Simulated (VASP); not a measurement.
# AgCl (I4/mmm) in VASP: notebook, part 2 of 2

VASP 6.6.1.

## (4) Single point, r2SCAN (strain -0.015 along x and y, -0.030 along z)

POSCAR reads:

```
AgCl
1.0
    0.0000000000      2.7315527500      2.6899555000
    2.7315527500      0.0000000000      2.6899555000
    2.7315527500      2.7315527500      0.0000000000
Ag Cl
1 1
Direct
    0.5000000000      0.5000000000      0.5000000000
    0.0000000000      0.0000000000      0.0000000000
```

INCAR.step1 reads:

```
SYSTEM = AgCl
PREC = Accurate
ENCUT = 520
ISMEAR = 0
SIGMA = 0.05
LREAL = .False.
LASPH = .True.
NELM = 80
NBANDS = 16
GGA = PE
ALGO = Normal
EDIFF = 1E-4
LWAVE = .True.
LCHARG = .False.
```

INCAR.step2 reads:

```
SYSTEM = AgCl
PREC = Accurate
ENCUT = 520
EDIFF = 1E-6
ISMEAR = 0
SIGMA = 0.05
LREAL = .False.
LASPH = .True.
NELM = 80
ALGO = Normal
ISIF = 2
LWAVE = .False.
LCHARG = .False.
METAGGA = R2SCAN
LMIXTAU = .True.
NBANDS = 16
ISTART = 1
```

KPOINTS reads:

```
Automatic mesh
0
Gamma
  8 8 8
  0 0 0
```

Launch:

```bash
cat potpaw_PBE.64/Ag/POTCAR potpaw_PBE.64/Cl/POTCAR > POTCAR
cp INCAR.step1 INCAR
mpirun -np 1 vasp_std > vasp.out
cp INCAR.step2 INCAR
mpirun -np 1 vasp_std > vasp.out
```

It took 70 s on 1 thread of Intel Xeon 6975P-C (Granite Rapids), shared host; peak memory 0.19 GiB.

The run converged. Its results:

```
Free energy            : -28.6162 eV
Pressure               : 3.5 GPa
Band gap on the k mesh : 1.38 eV (least direct gap 3.92 eV)
```

Stress tensor (GPa, compression positive):
```
3.25 0.00 0.00
0.00 3.25 0.00
0.00 0.00 4.02
```

Levels at points of the mesh, in eV from the valence-band top:
```tsv
k point	band 6	band 7	band 8	band 9	band 10	band 11	band 12	band 13
(0.00, 0.00, 0.00)	-2.75	-2.73	-2.70	-2.70	1.38	11.25	11.25	11.28
(0.50, 0.00, 0.00)	-2.33	-1.98	-0.11	0.00	4.49	7.47	8.01	8.18
(0.50, 0.50, 0.00)	-2.47	-2.20	-2.20	-2.03	2.75	8.15	9.52	12.55
(0.50, 0.00, 0.50)	-2.50	-2.21	-2.19	-2.04	2.77	8.25	9.36	12.53
```

Caveat: the cell differs from its parent crystal (strain -0.015 along x and y, -0.030 along z); the cell stands under pressure; the PAW data sets were made with another functional, which shifts forces and pressure a little.

## (5) Single point, r2SCAN (strain -0.030 along x and y, +0.015 along z)

POSCAR reads:

```
AgCl
1.0
    0.0000000000      2.6899555000      2.8147472500
    2.6899555000      0.0000000000      2.8147472500
    2.6899555000      2.6899555000      0.0000000000
Ag Cl
1 1
Direct
    0.5000000000      0.5000000000      0.5000000000
    0.0000000000      0.0000000000      0.0000000000
```

INCAR.step1 reads:

```
SYSTEM = AgCl
PREC     = Accurate       ! precision mode
ENCUT    = 520            ! plane-wave cutoff, eV
ISMEAR   = 0              ! smearing method
SIGMA    = 0.05           ! smearing width, eV
LREAL    = .False.        ! projectors in reciprocal space
LASPH    = .True.         ! aspherical terms in the spheres
NELM     = 80             ! most SCF steps
NBANDS   = 16             ! bands
GGA      = PE             ! functional
ALGO     = Normal         ! electronic algorithm
EDIFF    = 1E-4           ! SCF threshold, eV
LWAVE    = .True.         ! write WAVECAR
LCHARG   = .False.        ! write CHGCAR
```

INCAR.step2 reads:

```
SYSTEM = AgCl
PREC     = Accurate       ! precision mode
ENCUT    = 520            ! plane-wave cutoff, eV
EDIFF    = 1E-6           ! SCF threshold, eV
ISMEAR   = 0              ! smearing method
SIGMA    = 0.05           ! smearing width, eV
LREAL    = .False.        ! projectors in reciprocal space
LASPH    = .True.         ! aspherical terms in the spheres
NELM     = 80             ! most SCF steps
ALGO     = Normal         ! electronic algorithm
ISIF     = 2              ! what is computed and relaxed
LWAVE    = .False.        ! write WAVECAR
LCHARG   = .True.         ! write CHGCAR
METAGGA  = R2SCAN         ! meta-GGA
LMIXTAU  = .True.       
LELF     = .True.         ! ELF
LVHAR    = .True.       
NBANDS   = 16             ! bands
ISTART   = 1
```

KPOINTS reads:

```
regular mesh
0
Gamma
  8 8 8
  0 0 0
```

Launch:

```bash
cat potpaw_PBE.64/Ag/POTCAR potpaw_PBE.64/Cl/POTCAR > POTCAR
cp INCAR.step1 INCAR
mpirun -np 1 vasp_std > vasp.out
cp INCAR.step2 INCAR
mpirun -np 1 vasp_std > vasp.out
```

Run time: 71 s. Hardware: 1 thread of Intel Xeon 6975P-C (Granite Rapids), shared host; peak memory 0.19 GiB.

The run converged. Its results:

```
Free energy            : -28.6208 eV
Pressure               : 2.7 GPa
Band gap on the k mesh : 1.28 eV (least direct gap 3.87 eV)
```

Stress tensor (GPa, compression positive):
```
3.41 0.00 0.00
0.00 3.41 0.00
0.00 0.00 1.37
```

Levels at points of the mesh, in eV from the valence-band top:
| k point | band 7 | band 8 | band 9 | band 10 | band 11 | band 12 |
| --- | --- | --- | --- | --- | --- | --- |
| (0.00, 0.00, 0.00) | -2.76 | -2.75 | -2.73 | 1.28 | 11.09 | 11.21 |
| (0.50, 0.00, 0.00) | -2.04 | -0.33 | 0.00 | 4.41 | 7.30 | 7.80 |
| (0.50, 0.50, 0.00) | -2.27 | -2.27 | -2.14 | 2.74 | 8.33 | 8.94 |
| (0.50, 0.00, 0.50) | -2.30 | -2.25 | -2.11 | 2.67 | 8.03 | 9.39 |

Caveat: the cell differs from its parent crystal (strain -0.030 along x and y, +0.015 along z); the PAW data sets were made with another functional, which shifts forces and pressure a little.

## (6) Single point, r2SCAN (strain -0.030 along x and y, +0.030 along z)

POSCAR reads:

```
AgCl
1.0
    0.0000000000      2.6899555000      2.8563445000
    2.6899555000      0.0000000000      2.8563445000
    2.6899555000      2.6899555000      0.0000000000
Ag Cl
1 1
Direct
    0.5000000000      0.5000000000      0.5000000000
    0.0000000000      0.0000000000      0.0000000000
```

INCAR.step1 reads:

```
PREC = Accurate
ENCUT = 520
ISMEAR = 0
SIGMA = 0.05
LREAL = False
LASPH = True
NELM = 80
NBANDS = 16
GGA = PE
ALGO = Normal
EDIFF = 1E-4
LWAVE = True
LCHARG = False
```

INCAR.step2 reads:

```
PREC = Accurate
ENCUT = 520
EDIFF = 1E-6
ISMEAR = 0
SIGMA = 0.05
LREAL = False
LASPH = True
NELM = 80
ALGO = Normal
ISIF = 2
LWAVE = False
LCHARG = False
METAGGA = R2SCAN
LMIXTAU = True
NBANDS = 16
ISTART = 1
```

KPOINTS reads:

```
Automatic mesh
0
Gamma
  8 8 8
```

Potentials or basis: VASP PAW PBE potentials, release 64 (Ag, Cl).

Launch:

```bash
cat potpaw_PBE.64/Ag/POTCAR potpaw_PBE.64/Cl/POTCAR > POTCAR
cp INCAR.step1 INCAR
mpirun -np 1 vasp_std > vasp.out
cp INCAR.step2 INCAR
mpirun -np 1 vasp_std > vasp.out
```

OUTCAR:

```text
PREC = Accurate
   ENCUT = 520
   EDIFF = 1E-6
   ISMEAR = 0
   LREAL = False
   LASPH = True
   NELM = 80
   ISIF = 2
   METAGGA = R2SCAN
   ISTART = 1

 ion  position               nearest neighbor table
   1  0.500  0.500  0.500-   2 2.69   2 2.69   2 2.69   2 2.69   2 2.86   2 2.86
   2  0.000  0.000  0.000-   1 2.69   1 2.69   1 2.69   1 2.69   1 2.86   1 2.86

  LATTYP: Found a body centered tetragonal cell.
 ALAT       =     3.8041715503
 C/A-ratio  =     1.5016906899

  Lattice vectors:
[... 644 lines left out ...]

------------------------ aborting loop because EDIFF is reached ----------------------------------------

  FORCE on cell =-STRESS in cart. coord.  units (eV):
  Direction    XX          YY          ZZ          XY          YZ          ZX
  --------------------------------------------------------------------------------------
  -------------------------------------------------------------------------------------
  Total        0.7187891      0.7187891      0.0971093      0.0000000     -0.0000000     -0.0000000
  in kB       27.8600107     27.8600107      3.7639238      0.0000000     -0.0000000     -0.0000000
  external PRESSURE =      19.8279818 kB  Pullay stress =       0.0000000 kB

 VOLUME and BASIS-vectors are now :
 -----------------------------------------------------------------------------
  energy-cutoff  :      520.00
  volume of cell :       41.34
      direct lattice vectors                 reciprocal lattice vectors
     0.000000000  2.689955500  2.856344500    -0.185876681  0.185876681  0.175048913
     2.689955500  0.000000000  2.856344500     0.185876681 -0.185876681  0.175048913
     2.689955500  2.689955500  0.000000000     0.185876681  0.185876681 -0.175048913

 POSITION                                       TOTAL-FORCE (eV/Angst)
 -----------------------------------------------------------------------------------
      2.68996      2.68996      2.85634         0.000000     -0.000000      0.000000
      0.00000      0.00000      0.00000        -0.000000      0.000000     -0.000000
 -----------------------------------------------------------------------------------
    total drift:                                0.000000      0.000000      0.000000

  FREE ENERGIE OF THE ION-ELECTRON SYSTEM (eV)
  ---------------------------------------------------
  free  energy   TOTEN  =       -28.6244196048 eV

  energy  without entropy=      -28.6244196048  energy(sigma->0) =      -28.62441960
```

OUTCAR.step1:

```text
PREC = Accurate
   ENCUT = 520
   ISMEAR = 0
   LREAL = False
   LASPH = True
[... 679 lines left out ...]
      2.68996      2.68996      2.85634        -0.000000      0.000000     -0.000000
      0.00000      0.00000      0.00000         0.000000     -0.000000      0.000000
 -----------------------------------------------------------------------------------
    total drift:                                0.000000      0.000000      0.000000

  FREE ENERGIE OF THE ION-ELECTRON SYSTEM (eV)
  ---------------------------------------------------
  free  energy   TOTEN  =        -5.3640098865 eV

  energy  without entropy=       -5.3640098865  energy(sigma->0) =       -5.36400989
```

Run time: 81 s. Hardware: 1 thread of Intel Xeon 6975P-C (Granite Rapids), shared host; peak memory 0.19 GiB.

Results:

```yaml
Free_energy: -28.6244 eV
Pressure: 2.0 GPa
Band_gap_on_the_k_mesh: 1.23 eV (least direct gap 3.82 eV)
```

Caveat: the cell differs from its parent crystal (strain -0.030 along x and y, +0.030 along z); the PAW data sets were made with another functional, which shifts forces and pressure a little. A k mesh can miss the band edges.

## (7) The runs side by side

| cell | gap on the mesh (eV) | pressure (GPa) |
| --- | --- | --- |
| a = 3.834, b = 3.834, c = 3.804 Å, angles 60.3, 60.3, 59.5°, 2 atoms | 1.38 | 4.6 |
| a = 3.863, b = 3.863, c = 3.804 Å, angles 60.5, 60.5, 59.0°, 2 atoms | 1.32 | 3.6 |
| a = 3.834, b = 3.834, c = 3.863 Å, angles 59.7, 59.7, 60.5°, 2 atoms | 1.38 | 3.5 |
| a = 3.893, b = 3.893, c = 3.804 Å, angles 60.8, 60.8, 58.5°, 2 atoms | 1.28 | 2.7 |
| a = 3.924, b = 3.924, c = 3.804 Å, angles 61.0, 61.0, 58.0°, 2 atoms | 1.23 | 2.0 |

Alike in all rows: task single point; level r2SCAN; potentials or basis VASP PAW PBE potentials, release 64 (Ag, Cl); no spin polarisation; k mesh 8 × 8 × 8; cutoff (eV) 520; smearing gaussian 0.05 eV.

Caveats: the PAW data sets were made with another functional, which shifts forces and pressure a little; the cell stands under pressure (at least some runs).

Absolute energies hang on the potentials; compare differences alone.
